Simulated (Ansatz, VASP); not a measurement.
# SnH7 in VASP and in Ansatz

```
Sn H
1.0
     0.00000    3.22646    3.22646
     3.22646    0.00000    3.22646
     3.22646    3.22646    0.00000
Sn H
1 7
Direct
  0.25000 0.25000 0.25000
  0.64544 0.35456 0.35456
  0.35456 0.64544 0.64544
  0.35456 0.64544 0.35456
  0.64544 0.35456 0.64544
  0.35456 0.35456 0.64544
  0.64544 0.64544 0.35456
  0.75000 0.75000 0.75000
```

Alike in both runs: functional PBE; k mesh 4 × 4 × 4; occupations gaussian, width 0.1 eV; no spin polarisation.

Ansatz relaxed the structure, and its values are those at the end. VASP's run is a single point on that final structure, the one shown.

|  | VASP | Ansatz |
| --- | --- | --- |
| version | VASP 6.6.1 | Ansatz 0.2.0 |
| potentials or method | VASP PAW PBE potentials, release 64 (Sn_d, H), cutoff 520 eV | scalar-relativistic, plane waves, PAW |
| valence electrons in the cell | 21 | 21 |

Ansatz gave:

* gap on the k mesh at the Fermi level (eV): none
* pressure (GPa): -0.3
* rms of the force components (eV/Å): 0.002

Task: Estimate VASP's values.

Result: gap on the k mesh at the Fermi level (eV): none; pressure (GPa): -0.5; rms of the force components (eV/Å): 0.005.

A gap of «none» marks a metal or a gap that the smearing closes. The functional is the same, so the differences come from potentials, cutoffs and numerics.

The k mesh is coarse, so the values compare programs but aren't converged.
